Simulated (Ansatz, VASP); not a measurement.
# Bi: VASP beside Ansatz

```
Bi
1.0
    -1.83940    1.83940    1.83940
     1.83940   -1.83940    1.83940
     1.83940    1.83940   -1.83940
Bi
1
Direct
  0.00000 0.00000 0.00000
```

Change from the starting cell: volume scaled by 0.8.

Alike in both runs: functional PBE0; dispersion D3(BJ); k mesh 7 × 7 × 7; no spin polarisation.

|  | VASP | Ansatz |
| --- | --- | --- |
| version | VASP 6.6.1 | Ansatz 0.2.0 |
| potentials or method | VASP PAW PBE potentials, release 64 (Bi_d) | SPMS NC |
| plane-wave cutoff (eV) | 400 | 517 |
| occupations | methfessel-paxton of order 1, width 0.025 eV | cold, width 0.025 eV |
| valence electrons in the cell | 15 | 15 |
| task | single point | density of states |

VASP gave:

```
gap on the k mesh at the Fermi level (eV) : none
pressure (GPa)                            : 16.4
```

**Question.** Estimate Ansatz's values.

**Answer.** gap on the k mesh at the Fermi level (eV): none; pressure (GPa): 14.3.

A gap of «none» marks a metal or a gap that the smearing closes.

Spin-orbit coupling is off throughout.
